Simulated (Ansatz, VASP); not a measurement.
## Nb in VASP and in Ansatz

The input INCAR:

```
SYSTEM = Nb
PREC     = Accurate       ! precision mode
ENCUT    = 520            ! plane-wave cutoff, eV
EDIFF    = 1E-6           ! SCF threshold, eV
ISMEAR   = 0              ! smearing method
SIGMA    = 0.15           ! smearing width, eV
LREAL    = .False.        ! projectors in reciprocal space
LASPH    = .True.         ! aspherical terms in the spheres
NELM     = 80             ! most SCF steps
ALGO     = Fast           ! electronic algorithm
ISIF     = 2              ! what is computed and relaxed
LWAVE    = .False.        ! write WAVECAR
LCHARG   = .False.        ! write CHGCAR
GGA      = PS             ! functional
NBANDS   = 12             ! bands
```

Contents of KPOINTS:

```
Automatic mesh
0
Gamma
  20 20 20
  0 0 0
```

File POSCAR:

```
Nb
1.0
    0.0000000000      2.2842000000      2.1996000000
    2.2842000000      0.0000000000      2.1996000000
    2.2842000000      2.2842000000      0.0000000000
Nb
1
Direct
    0.0000000000      0.0000000000      0.0000000000
```

Input for Ansatz:

```yaml
crystal:
  lattice:
    - [0.0, 2.2842, 2.1996]
    - [2.2842, 0.0, 2.1996]
    - [2.2842, 2.2842, 0.0]
  atoms:
    - { symbol: Nb, position: [0.0, 0.0, 0.0] }
basis:
  ecutwfc: 420
kpoints:
  mp_grid: { grid: [20, 20, 20] }
hamiltonian:
  xc: pbesol
scf:
  occupations: { method: gaussian, width: 0.15 }
output:
  forces: true
  stress: true
  eigenvalues: true
```

Change from the starting cell: strain +0.080 along x and y, +0.040 along z, atoms carried along.

Alike in both runs: task single point; functional PBEsol; k mesh 20 × 20 × 20; occupations gaussian, width 0.15 eV; no spin polarisation.

```csv
,VASP,Ansatz
version,VASP 6.6.1,Ansatz 0.2.0
potentials or method,"VASP PAW PBE potentials, release 64 (Nb_sv), cutoff 520 eV","scalar-relativistic, plane waves, PAW"
valence electrons in the cell,13,13
```

Ansatz gave:

```
gap on the k mesh at the Fermi level (eV)                     : none
pressure (GPa)                                                : -26.5
traceless stress, the component that is largest in VASP (GPa) : -3.42
```

Task: What did VASP give for the same quantities?

Result: gap on the k mesh at the Fermi level (eV): none; pressure (GPa): -26.7; traceless stress, the component that is largest in VASP (GPa): -3.40.

VASP's potentials were made for PBE, not for PBEsol. A gap of «none» marks a metal or a gap that the smearing closes. With one functional, cell and mesh, what is left measures potentials, basis and numerics.
